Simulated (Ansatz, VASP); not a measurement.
# One calculation of PbO, two programs

Contents of INCAR:

```
PREC = Accurate ; ENCUT = 520
EDIFF = 1E-6 ; ISMEAR = -1
SIGMA = 0.03 ; LREAL = False
LASPH = True ; NELM = 100
ALGO = Normal ; ISIF = 2
LWAVE = False ; LCHARG = True
LELF = True ; LVHAR = True
NBANDS = 28
```

The input KPOINTS:

```
Automatic mesh
0
Gamma
  7 7 6
```

Contents of POSCAR:

```
PbO
1.0
    3.9744000000     -0.0198720000     -0.0198720000
   -0.0198720000      3.9744000000     -0.0198720000
   -0.0251100000     -0.0251100000      5.0220000000
Pb O
2 2
Direct
    0.0000000000      0.5000000000      0.2351000000
    0.5000000000      0.0000000000      0.7649000000
    0.0000000000      0.0000000000      0.0000000000
    0.5000000000      0.5000000000      0.0000000000
```

Input for Ansatz:

```yaml
crystal:
  lattice:
    - [3.9744, -0.019872, -0.019872]
    - [-0.019872, 3.9744, -0.019872]
    - [-0.02511, -0.02511, 5.022]
  atoms:
    - { symbol: Pb, position: [0.0, 0.5, 0.2351] }
    - { symbol: Pb, position: [0.5, 0.0, 0.7649] }
    - { symbol: O, position: [0.0, 0.0, 0.0] }
    - { symbol: O, position: [0.5, 0.5, 0.0] }
kpoints:
  mp_grid: { grid: [7, 7, 6] }
  band_path:
    path:
      - [0.0, 0.0, 0.0]
      - [-0.5, 0.5, 0.0]
      - [-0.5, 0.5, 0.5]
      - [0.0, 0.0, 0.5]
      - [0.0, 0.0, 0.0]
      - [-0.5, 0.0, 0.5]
      - [0.0, 0.0, 0.0]
      - [-0.5, 0.0, 0.0]
    npoints: 5
scf:
  occupations: { method: fermi_dirac, width: 0.03 }
hamiltonian:
  xc: lda
  pseudopotentials: { kind: all_electron, lapw: { basis_error: 0.001 } }
output:
  forces: true
  stress: true
  eigenvalues: true
```

Change from the starting cell: equal xy, yz and zx shear strains of -1 %.

Alike in both runs: task single point; functional LDA; k mesh 7 × 7 × 6; occupations fermi-dirac, width 0.03 eV; no spin polarisation.

|  | VASP | Ansatz |
| --- | --- | --- |
| version | VASP 6.6.1 | Ansatz 0.2.0 |
| potentials or method | VASP PAW LDA potentials, release 64 (Pb_d, O), cutoff 520 eV | all-electron LAPW, scalar-relativistic |

|  | VASP | Ansatz | Ansatz less VASP |
| --- | --- | --- | --- |
| gap on the k mesh at the Fermi level (eV) | 1.44 | 1.46 | +0.021 |
| pressure (GPa) | -1.6 | -1.8 | -0.19 |
| traceless stress, the component that is largest in VASP (GPa) | 0.60 | 0.60 | +0.001 |
| rms of the force components (eV/Å) | 0.056 | 0.077 | +0.0205 |

LDA's correlation is that of Perdew and Zunger in VASP and of Perdew and Wang (1992) in Ansatz. Atom by atom the forces differ by 0.028 eV/Å (rms over components). Ansatz ran all-electron here, and VASP with PAW potentials.

Spin-orbit coupling is off throughout.
